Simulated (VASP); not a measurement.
A run of VASP 6.6.1 is set up as follows.

Contents of INCAR:

```
SYSTEM = BeS
PREC     = Accurate       ! precision mode
ENCUT    = 600            ! plane-wave cutoff, eV
EDIFF    = 1E-6           ! SCF threshold, eV
ISMEAR   = 0              ! smearing method
SIGMA    = 0.02           ! smearing width, eV
LREAL    = .False.        ! projectors in reciprocal space
LASPH    = .True.         ! aspherical terms in the spheres
NELM     = 120            ! most SCF steps
ALGO     = Normal         ! electronic algorithm
ISIF     = 2              ! what is computed and relaxed
LWAVE    = .False.        ! write WAVECAR
LCHARG   = .False.        ! write CHGCAR
GGA      = PE             ! functional
NBANDS   = 11             ! bands
GGA_COMPAT= .False.
```

KPOINTS

```
Automatic mesh
0
Gamma
  8 8 8
  0 0 0
```

The input POSCAR:

```
BeS
1.0
    0.0000000000      2.4200000000      2.4200000000
    2.4200000000      0.0000000000      2.4200000000
    2.4200000000      2.4200000000      0.0000000000
Be S
1 1
Direct
    0.0000000000      0.0000000000      0.0000000000
    0.2500000000      0.2500000000      0.2500000000
```

Potentials or basis: VASP PAW PBE potentials, release 64 (Be, S).

Command:

```bash
$ cat potpaw_PBE.64/Be/POTCAR potpaw_PBE.64/S/POTCAR > POTCAR
$ mpirun -np 1 vasp_std > vasp.out
```

Problem. What does it give for the pressure?

Solution. 2.2 GPa.

Problem. Estimate the band gap on the k mesh.

Solution. 3.10 eV, indirect (least direct gap 5.67 eV).

A k mesh can miss the band edges. Expect the measured gap to be larger: semilocal functionals such as PBE lack the derivative discontinuity.
